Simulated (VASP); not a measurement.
# Sb (R-3m) in VASP: further runs, part 2 of 2

VASP 6.6.1.

**4. Single point, PBE-based screened hybrid with 25 % exact exchange**

The input, POSCAR:

```
Sb
1.0
    2.1542000000      1.2437279499      3.7580000000
   -2.1542000000      1.2437279499      3.7580000000
    0.0000000000     -2.4874558998      3.7580000000
Sb
2
Direct
    0.7665100000      0.7665100000      0.7665100000
    0.2334900000      0.2334900000      0.2334900000
```

The input, INCAR.step1:

```
SYSTEM = Sb
PREC = Accurate
ENCUT = 520
EDIFF = 1E-5
ISMEAR = -1
SIGMA = 0.05
LREAL = .False.
LASPH = .True.
NELM = 100
ALGO = Normal
ISIF = 2
LWAVE = .True.
GGA = PE
NBANDS = 12
```

The input, INCAR.step2:

```
SYSTEM = Sb
PREC = Accurate
ENCUT = 520
EDIFF = 1E-6
ISMEAR = -1
SIGMA = 0.05
LREAL = .False.
LASPH = .True.
NELM = 100
ALGO = Normal
ISIF = 2
LWAVE = .False.
LCHARG = .True.
GGA = PE
LHFCALC = .True.
AEXX = 0.25
HFSCREEN = 0.2
PRECFOCK = Normal
LELF = .True.
LVHAR = .True.
ISTART = 1
NBANDS = 12
```

The input, KPOINTS:

```
Automatic mesh
0
Gamma
  4 4 4
  0 0 0
```

Potentials or basis: VASP PAW PBE potentials, release 64 (Sb).

Launch:

```
$ cat potpaw_PBE.64/Sb/POTCAR > POTCAR
$ cp INCAR.step1 INCAR
$ mpirun -np 1 vasp_std > vasp.out
$ cp INCAR.step2 INCAR
$ mpirun -np 1 vasp_std > vasp.out
```

OUTCAR:

```text
SYSTEM = Sb
   PREC = Accurate
   ENCUT = 520
   EDIFF = 1E-6
   ISMEAR = -1
   LREAL = .False.
   LASPH = .True.
   NELM = 100
   ISIF = 2
   GGA = PE
   LHFCALC = .True.
   AEXX = 0.25
   HFSCREEN = 0.2
   PRECFOCK = Normal
   ISTART = 1

 ion  position               nearest neighbor table
   1  0.767  0.767  0.767-   2 2.91   2 2.91   2 2.91   2 3.35   2 3.35   2 3.35
   2  0.233  0.233  0.233-   1 2.91   1 2.91   1 2.91   1 3.35   1 3.35   1 3.35

  LATTYP: Found a trigonal (rhomboedric) cell.
 ALAT       =     4.5066618304
 COS(alpha) =     0.5430253624

  Lattice vectors:

 A1 = (   2.1542000000,   1.2437279499,   3.7580000000)
 A2 = (  -2.1542000000,   1.2437279499,   3.7580000000)
 A3 = (   0.0000000000,  -2.4874558998,   3.7580000000)

Analysis of symmetry for initial positions (statically):
=====================================================================
 Subroutine PRICEL returns:
 Original cell was already a primitive cell.

 Routine SETGRP: Setting up the symmetry group for a
 trigonal (rhombohedral) supercell.

 Subroutine GETGRP returns: Found 12 space group operations
 (whereof 12 operations were pure point group operations)
 out of a pool of 12 trial point group operations.

The static configuration has the point symmetry D_3d.

Analysis of symmetry for dynamics (positions and initial velocities):
=====================================================================
 Subroutine PRICEL returns:
 Original cell was already a primitive cell.

 Routine SETGRP: Setting up the symmetry group for a
 trigonal (rhombohedral) supercell.

 Subroutine GETGRP returns: Found 12 space group operations
 (whereof 12 operations were pure point group operations)
 out of a pool of 12 trial point group operations.

The dynamic configuration has the point symmetry D_3d.

 Subroutine INISYM returns: Found 12 space group operations
 (whereof 12 operations are pure point group operations),
 and found     1 'primitive' translations

----------------------------------------------------------------------------------------

                                     Primitive cell

  volume of cell :      60.4115

  direct lattice vectors                    reciprocal lattice vectors
     2.154200000  1.243727950  3.758000000     0.232104726  0.134005726  0.088699663
    -2.154200000  1.243727950  3.758000000    -0.232104726  0.134005726  0.088699663
     0.000000000 -2.487455900  3.758000000     0.000000000 -0.268011452  0.088699663

  length of vectors
     4.506661830  4.506661830  4.506661830     0.282307932  0.282307932  0.282307932

  position of ions in fractional coordinates (direct lattice)
     0.766510000  0.766510000  0.766510000
     0.233490000  0.233490000  0.233490000

  ion indices of the primitive-cell ions
   primitive index   ion index
                 1           1
                 2           2

----------------------------------------------------------------------------------------

 KPOINTS: Automatic mesh

Automatic generation of k-mesh.
 Grid dimensions read from file:
 generate k-points for:    4    4    4

 Generating k-lattice:

[... 36 lines left out ...]
   ions per type =               2
   NGX,Y,Z   is equivalent  to a cutoff of  13.28, 13.28, 13.28 a.u.
   NGXF,Y,Z  is equivalent  to a cutoff of  26.56, 26.56, 26.56 a.u.
 SYSTEM =  Sb
   PREC   = accura    normal or accurate (medium, high low for compatibility)
   ISTART =      1    job   : 0-new  1-cont  2-samecut
   ICHARG =      0    charge: 1-file 2-atom 10-const
   ISPIN  =      1    spin polarized calculation?
   LNONCOLLINEAR =      F non collinear calculations
   LSORBIT =      F    spin-orbit coupling
   LASPH  =      T    aspherical Exc in radial PAW
   ENCUT  =  520.0 eV  38.22 Ry    6.18 a.u.   8.38  8.38  8.38*2*pi/ulx,y,z
   NELM   =    100;   NELMIN=  2; NELMDL=  0     # of ELM steps
   EDIFF  = 0.1E-05   stopping-criterion for ELM
   LREAL  =      F    real-space projection
   EDIFFG = 0.1E-04   stopping-criterion for IOM
   NSW    =      0    number of steps for IOM
   IBRION =     -1    ionic relax: 0-MD 1-quasi-New 2-CG
   NFREE  =      0    steps in history (QN), initial steepest desc. (CG)
   ISIF   =      2    stress and relaxation
   ISYM   =      3    0-nonsym 1-usesym 2-fastsym
   POTIM  = 0.5000    time-step for ionic-motion
   TEBEG  =    0.0;   TEEND  =   0.0 temperature during run
   PSTRESS=    0.0 pullay stress
   NELECT =      10.0000    total number of electrons
   NUPDOWN=      -1.0000    fix difference up-down
   EMIN   =  10.00;   EMAX   =-10.00  energy-range for DOS
   EFERMI =   0.00;   METHOD = LEGACY
   ISMEAR =    -1;   SIGMA  =   0.05  broadening in eV -4-tet -1-fermi 0-gaus
   EFERMI_NEDOS =   21; number of points for ismear=-14 and -15
   IALGO  =     38    algorithm
   IMIX   =      1    mixing-type and parameters
     AMIX     =   0.40;   BMIX     =  1.00
     AMIX_MAG =   1.60;   BMIX_MAG =  1.00
  volume/ion in A,a.u.               =      30.21       203.84
  Fermi-wavevector in a.u.,A,eV,Ry     =   0.898880  1.698637 10.993305  0.807985
  Thomas-Fermi vector in A             =   2.021644
   LORBIT       =      0    0 simple, 1 ext, 2 COOP (PROOUT), +10 PAW based schemes
   GGA     = PE    functional components
   LHFCALC =     T    Hartree Fock is set to
   PRECFOCK=normal    Normal, Fast or Accurate (Low or Medium for compatibility)
   ENCUT4O =  -1.0   cutoff for four orbital integrals eV
   NKREDX  =     1    reduce k-point grid by
   NKREDY  =     1    reduce k-point grid by
   NKREDZ  =     1    reduce k-point grid by
   AEXX    =    0.2500 exact exchange contribution
   HFSCREEN=    0.2000 screening length (either q_TF or 0.3 A-1)
   HFSCREENC=   0.2000 screening length for correlation (either q_TF or 0.3 A-1)
   ENCUTFOCK=  -1.0 apply spherical cutoff to Coloumb kernel
   IVDW    =     0    specifies the selected vdW correction
   LEPSILON=     F    determine dielectric tensor
   LRPA    =     F    only Hartree local field effects (RPA)
 non-spin polarized calculation
  energy-cutoff  :      520.00
  volume of cell :       60.41
 maximum number of plane-waves:      1636
 NGX is ok and might be reduce to    36
  NGX = 28; NGY = 28; NGZ = 28

 number of electron      10.0000000 magnetization

 Free energy of the ion-electron system (eV)
  ---------------------------------------------------
  ext. energy  EPLUGINS =         0.00000000
  ---------------------------------------------------
  free energy    TOTEN  =       -10.23628339 eV

  energy without entropy =      -10.23515611  energy(sigma->0) =      -10.23571975

 E-fermi :   6.9420     XC(G=0):  -7.9459

 val. band max:        6.7994301266   @ k =   0.5000   0.5000   0.5000
 cond. band min:       7.1225411319   @ k =   0.5000  -0.0000   0.0000
 fundamental gap:      0.3231110053
 Fermi energy:         6.9419631696

 k-point     1 :       0.0000    0.0000    0.0000
  band No.  band energies     occupation
      1      -7.0514      2.00000
      2       1.9479      2.00000
      3       4.6833      2.00000
      4       4.9848      2.00000
      5       4.9848      2.00000
      6       9.5705      0.00000
      7      10.2886      0.00000
      8      10.2886      0.00000
      9      12.7083      0.00000
     10      12.7083      0.00000
     11      12.8922      0.00000
     12      14.3330      0.00000
[... 166 lines left out ...]
 k-point    13 :       0.5000    0.5000    0.5000
  band No.  band energies     occupation
      1      -5.3388      2.00000
      2      -2.9225      2.00000
      3       5.5135      2.00000
      4       5.5135      2.00000
      5       6.7994      1.89071
      6       7.4005      0.00021
      7       7.4005      0.00021
      8       8.3814      0.00000
      9      14.8190      0.00000
     10      16.4514      0.00000
     11      16.4514      0.00000
     12      17.0117      0.00000

------------------------ aborting loop because EDIFF is reached ----------------------------------------

  FORCE on cell =-STRESS in cart. coord.  units (eV):
  Direction    XX          YY          ZZ          XY          YZ          ZX
  --------------------------------------------------------------------------------------
  -------------------------------------------------------------------------------------
  Total       -0.0127107     -0.0127107     -0.2295951     -0.0000000      0.0000000     -0.0000000
  in kB       -0.3371011     -0.3371011     -6.0891099     -0.0000000      0.0000000     -0.0000000
  external PRESSURE =      -2.2544373 kB  Pullay stress =       0.0000000 kB

 VOLUME and BASIS-vectors are now :
 -----------------------------------------------------------------------------
  energy-cutoff  :      520.00
  volume of cell :       60.41
      direct lattice vectors                 reciprocal lattice vectors
     2.154200000  1.243727950  3.758000000     0.232104726  0.134005726  0.088699663
    -2.154200000  1.243727950  3.758000000    -0.232104726  0.134005726  0.088699663
     0.000000000 -2.487455900  3.758000000     0.000000000 -0.268011452  0.088699663

 POSITION                                       TOTAL-FORCE (eV/Angst)
 -----------------------------------------------------------------------------------
      0.00000      0.00000      8.64163         0.000000     -0.000000      0.410075
      0.00000      0.00000      2.63237         0.000000      0.000000     -0.410075
 -----------------------------------------------------------------------------------
    total drift:                                0.000000     -0.000000     -0.000000

  FREE ENERGIE OF THE ION-ELECTRON SYSTEM (eV)
  ---------------------------------------------------
  free  energy   TOTEN  =       -10.2362833866 eV

  energy  without entropy=      -10.2351561078  energy(sigma->0) =      -10.23571975
```

Run time: 9.6 min. Hardware: 1 thread of AMD EPYC 7R13 (Zen 3), shared host; peak memory 0.28 GiB.

Results:

```yaml
Free_energy: -10.2363 eV
Pressure: -0.2 GPa
Largest_force: 0.410 eV/Å
```

Forces on the atoms (eV/Å):
```
Sb   0.000  0.000  0.410
Sb   0.000  0.000 -0.410
```

Stress tensor (GPa, compression positive):
```
-0.03  0.00  0.00
 0.00 -0.03  0.00
 0.00  0.00 -0.61
```

Levels at points of the mesh, in eV from the Fermi level:
```
           k point  band 2  band 3  band 4  band 5  band 6  band 7  band 8  band 9
(0.00, 0.00, 0.00)   -4.99   -2.26   -1.96   -1.96    2.63    3.35    3.35    5.77
(0.50, 0.00, 0.00)  -10.57   -2.12   -1.98   -0.24    0.18    0.59    0.88    8.46
(0.50, 0.50, 0.00)   -8.70   -5.98   -4.14   -4.02    2.00    5.82    6.41    8.00
(0.50, 0.50, 0.50)   -9.86   -1.43   -1.43   -0.14    0.46    0.46    1.44    7.88
```

Caveat: the k points lie up to 0.44 Å⁻¹ apart; the PAW data sets were made with another functional, which shifts forces and pressure a little; spin-orbit coupling is left out, which moves the levels of the heavy elements.

**5. Overview**

```tsv
level	share of exact exchange	pressure (GPa)	largest force (eV/Å)
PBE-based screened hybrid with 15 % exact exchange	0.15	1.1	0.24
PBE-based screened hybrid with 20 % exact exchange	0.2	0.5	0.32
PBE-based screened hybrid with 25 % exact exchange	0.25	-0.2	0.41
```

Alike in all rows: task single point; potentials or basis VASP PAW PBE potentials, release 64 (Sb); no spin polarisation; cell as given; k mesh 4 × 4 × 4; cutoff (eV) 520; smearing fermi-dirac 0.05 eV.

Caveats: all runs use coarse meshes; the PAW data sets were made with another functional, which shifts forces and pressure a little; spin-orbit coupling is left out, which moves the levels of the heavy elements.

Absolute energies hang on the potentials; compare differences alone.
